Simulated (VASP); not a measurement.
# SnO2: single point with PBEsol

Crystal: SnO2.

```
Sn O
1.0
     4.88794    0.00000    0.00000
     0.00000    4.88794    0.00000
     0.00000    0.00000    3.29165
Sn O
2 4
Direct
  0.00000 0.00000 0.00000
  0.50000 0.50000 0.50000
  0.30630 0.30630 0.00000
  0.19370 0.80630 0.50000
  0.69370 0.69370 0.00000
  0.80630 0.19370 0.50000
```

This cell differs from its parent crystal: atoms displaced along a vibrational mode, the cell strained.

| Quantity | Value |
| --- | --- |
| Program | VASP 6.6.1 |
| Task | single point |
| Functional | PBEsol |
| Potentials or basis | VASP PAW PBE potentials, release 64 (Sn_d, O) |
| Cutoff | 520 eV |
| k mesh | 6 × 6 × 8 |
| Occupations | gaussian, width 0.05 eV |
| Spin | no spin polarisation |
| Dipole correction | no |
| Further INCAR settings | ALGO = Normal; EDIFF = 1e-06; NBANDS = 35 |

The pressure is -11.8 GPa and the largest force is 0.213 eV/Å. The band gap on the k mesh is 0.13 eV.

Forces on the atoms (eV/Å):
```
Sn   0.000  0.000  0.000
Sn   0.000  0.000  0.000
O    0.150  0.150  0.000
O   -0.150  0.150  0.000
O   -0.150 -0.150  0.000
O    0.150 -0.150  0.000
```

Stress tensor (GPa, compression positive):
```
-10.70   0.00   0.00
  0.00 -10.70   0.00
  0.00   0.00 -14.08
```

Levels at points of the mesh, in eV from the valence-band top:
```tsv
k point	band 23	band 24	band 25	band 26	band 27	band 28	band 29	band 30
(0.00, 0.00, 0.00)	-1.30	-0.72	-0.72	0.00	0.13	5.18	5.64	5.64
(0.50, 0.00, 0.00)	-1.24	-1.24	-0.59	-0.59	3.39	3.39	6.39	6.39
(0.50, 0.50, 0.00)	-1.37	-1.37	-0.82	-0.82	3.76	3.76	6.71	6.71
(0.00, 0.00, 0.50)	-1.46	-1.46	-1.14	-1.14	5.04	5.04	8.88	8.88
(0.50, 0.00, 0.50)	-0.97	-0.97	-0.78	-0.78	5.29	5.29	7.12	7.12
(0.50, 0.50, 0.50)	-0.89	-0.89	-0.74	-0.74	3.84	3.84	8.23	8.23
```

It took 2.5 min on 1 thread of Intel Xeon 8259CL (shared host), peak memory 0.25 GiB.

Caveat: the cell differs from its parent crystal (atoms displaced along a vibrational mode, the cell strained); the cell stands under tension; the PAW data sets were made with another functional, which shifts forces and pressure a little; spin-orbit coupling is left out, which moves the levels of the heavy elements.
